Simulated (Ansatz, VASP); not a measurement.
TiO2: VASP beside Ansatz

File POSCAR:

```
TiO2
1.0
    0.0000000000      4.2191750000      4.2191750000
    4.2191750000      0.0000000000      4.2191750000
    4.2191750000      4.2191750000      0.0000000000
Ti O
4 8
Direct
    0.6250000000      0.6250000000      0.1250000000
    0.1250000000      0.6250000000      0.6250000000
    0.6250000000      0.1250000000      0.6250000000
    0.6250000000      0.6250000000      0.6250000000
    0.3907990000      0.3907990000      0.3907990000
    0.3907990000      0.8276030000      0.3907990000
    0.3907990000      0.3907990000      0.8276030000
    0.8276030000      0.3907990000      0.3907990000
    0.8592010000      0.8592010000      0.4223970000
    0.4223970000      0.8592010000      0.8592010000
    0.8592010000      0.4223970000      0.8592010000
    0.8592010000      0.8592010000      0.8592010000
```

The input INCAR.step1:

```
SYSTEM = TiO2
PREC = Accurate
ENCUT = 520
ISMEAR = 0
SIGMA = 0.1
LREAL = .False.
LASPH = .True.
NELM = 150
ISPIN = 2
MAGMOM = 1 1 1 1 0 0 0 0 0 0 0 0
LMAXMIX = 4
NBANDS = 64
GGA = PE
ALGO = Normal
EDIFF = 1E-4
LWAVE = .True.
LCHARG = .False.
LUSENCCL = .False.
```

The input INCAR.step2:

```
SYSTEM = TiO2
PREC = Accurate
ENCUT = 520
EDIFF = 1E-6
ISMEAR = 0
SIGMA = 0.1
LREAL = .False.
LASPH = .True.
NELM = 150
ALGO = Normal
ISIF = 2
LWAVE = .False.
LCHARG = .False.
ISPIN = 2
MAGMOM = 1 1 1 1 0 0 0 0 0 0 0 0
LORBIT = 11
LMAXMIX = 4
METAGGA = R2SCAN
LMIXTAU = .True.
NBANDS = 64
ISTART = 1
LUSENCCL = .False.
```

The input KPOINTS:

```
Automatic mesh
0
Gamma
  4 4 4
  0 0 0
```

Input for Ansatz:

```yaml
crystal:
  lattice:
    - [0.0, 4.219175, 4.219175]
    - [4.219175, 0.0, 4.219175]
    - [4.219175, 4.219175, 0.0]
  atoms:
    - { symbol: Ti, position: [0.625, 0.625, 0.125], spin: 1.0 }
    - { symbol: Ti, position: [0.125, 0.625, 0.625], spin: 1.0 }
    - { symbol: Ti, position: [0.625, 0.125, 0.625], spin: 1.0 }
    - { symbol: Ti, position: [0.625, 0.625, 0.625], spin: 1.0 }
    - { symbol: O, position: [0.390799, 0.390799, 0.390799] }
    - { symbol: O, position: [0.390799, 0.827603, 0.390799] }
    - { symbol: O, position: [0.390799, 0.390799, 0.827603] }
    - { symbol: O, position: [0.827603, 0.390799, 0.390799] }
    - { symbol: O, position: [0.859201, 0.859201, 0.422397] }
    - { symbol: O, position: [0.422397, 0.859201, 0.859201] }
    - { symbol: O, position: [0.859201, 0.422397, 0.859201] }
    - { symbol: O, position: [0.859201, 0.859201, 0.859201] }
basis:
  ecutwfc: 500
kpoints:
  mp_grid: { grid: [4, 4, 4] }
hamiltonian:
  xc: r2scan
scf:
  occupations: { method: gaussian, width: 0.1 }
  lower_state_search: "off"
output:
  forces: true
  stress: true
  eigenvalues: true
  populations: true
magnetization:
  spin_polarized: true
```

Alike in both runs: task single point; functional r2SCAN; k mesh 4 × 4 × 4; occupations gaussian, width 0.1 eV; collinear spin.

|  | VASP | Ansatz |
| --- | --- | --- |
| version | VASP 6.6.1 | Ansatz 0.2.0 |
| potentials or method | VASP PAW PBE potentials, release 64 (Ti_sv, O), cutoff 520 eV | scalar-relativistic, plane waves, PAW |
| valence electrons in the cell | 96 | 96 |

|  | VASP | Ansatz | Ansatz less VASP |
| --- | --- | --- | --- |
| gap on the k mesh at the Fermi level (eV) | 2.17 | 2.16 | -0.014 |
| least direct gap on the mesh (eV) | 2.18 | 2.17 | -0.017 |
| pressure (GPa) | -4.3 | -5.4 | -1.12 |
| rms of the force components (eV/Å) | 0.155 | 0.197 | +0.0425 |
| net moment per atom (μB) | 0.00 | 0.00 | 0.000 |

VASP's potentials were made for PBE, not for r2SCAN. Atom by atom the forces differ by 0.043 eV/Å (rms over components). The functional is the same, so the differences come from potentials, cutoffs and numerics. Ansatz's warnings: seeded moment not kept, stability check not made.
